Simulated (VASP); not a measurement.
A run of VASP 6.6.1:

The input INCAR:

```
SYSTEM = CdO5
ALGO = Normal ; EDIFF = 1E-6
EDIFFG = -0.04 ; ENCUT = 600
GGA = PE ; IBRION = 2
ISIF = 3 ; ISMEAR = 0
ISPIN = 2 ; LASPH = .True.
LCHARG = .False. ; LORBIT = 11
LREAL = .False. ; LWAVE = .False.
MAGMOM = 0 1 1 1 1 1 ; NELM = 150
NSW = 90 ; PREC = Accurate
SIGMA = 0.1
```

The input KPOINTS:

```
k-points
0
Gamma
  4 4 4
  0 0 0
```

File POSCAR:

```
CdO5
1.0
    0.0000000000      3.2639355000      3.2639355000
    3.2639355000      0.0000000000      3.2639355000
    3.2639355000      3.2639355000      0.0000000000
Cd O
1 5
Direct
    0.0000000000      0.0000000000      0.0000000000
    0.2500000000      0.2500000000      0.2500000000
    0.1250000000      0.6250000000      0.6250000000
    0.6250000000      0.6250000000      0.6250000000
    0.6250000000      0.1250000000      0.6250000000
    0.6250000000      0.6250000000      0.1250000000
```

Potentials or basis: VASP PAW PBE potentials, release 64 (Cd, O).

Command:

```bash
$ cat potpaw_PBE.64/Cd/POTCAR potpaw_PBE.64/O/POTCAR > POTCAR
$ mpirun -np 1 vasp_std > vasp.out
```

Hardware: 1 thread of Intel(R) Xeon(R) Platinum 8375C CPU @ 2.90GHz (Ice Lake), on a shared host.

Q: How long does it take, and how much memory?

A: It took 3.9 min on 1 thread of Intel(R) Xeon(R) Platinum 8375C CPU @ 2.90GHz (Ice Lake) (shared host), peak memory 0.29 GiB. Counts: scf iterations 61, k points 8, ion steps 6.
